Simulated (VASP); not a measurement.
Input of a VASP 6.6.1 run:

The input POSCAR:

```
GdAg
1.0
    3.6530000000      0.0000000000      0.0000000000
    0.0000000000      3.6530000000      0.0000000000
    0.0000000000      0.0000000000      3.6530000000
Gd Ag
1 1
Direct
    0.5000000000      0.5000000000      0.5000000000
    0.0000000000      0.0000000000      0.0000000000
```

File INCAR.step1:

```
SYSTEM = GdAg
PREC = Accurate
ENCUT = 520
ISMEAR = -1
SIGMA = 0.15
LREAL = .FALSE.
LASPH = .TRUE.
NELM = 150
ISPIN = 2
MAGMOM = 4.9 0
LMAXMIX = 6
NBANDS = 26
GGA = PE
ALGO = Normal
EDIFF = 1E-4
LWAVE = .TRUE.
LCHARG = .FALSE.
```

Contents of INCAR.step2:

```
SYSTEM = GdAg
PREC = Accurate
ENCUT = 520
EDIFF = 1E-6
ISMEAR = -1
SIGMA = 0.15
LREAL = .FALSE.
LASPH = .TRUE.
NELM = 150
ALGO = Normal
ISIF = 2
LWAVE = .FALSE.
LCHARG = .TRUE.
ISPIN = 2
MAGMOM = 4.9 0
LORBIT = 11
LMAXMIX = 6
METAGGA = R2SCAN
LMIXTAU = .TRUE.
LELF = .TRUE.
LVHAR = .TRUE.
NBANDS = 26
ISTART = 1
```

Contents of KPOINTS:

```
Automatic mesh
0
G
  6 6 6
  0 0 0
```

Potentials or basis: VASP PAW PBE potentials, release 64 (Gd, Ag).

Command:

```console
$ cat potpaw_PBE.64/Gd/POTCAR potpaw_PBE.64/Ag/POTCAR > POTCAR
$ cp INCAR.step1 INCAR
$ mpirun -np 1 vasp_std > vasp.out
$ cp INCAR.step2 INCAR
$ mpirun -np 1 vasp_std > vasp.out
```

Problem. What does it give for the pressure?

Solution. 0.3 GPa.

Problem. Estimate the site moments.

Solution. Gd +6.94; Ag +0.03 μB.

Problem. What does it give for the net moment?

Solution. 7.56 μB per cell.

Caveat: the PAW data sets were made with another functional, which shifts forces and pressure a little. The state reached can hang on the start; a lower one may exist.
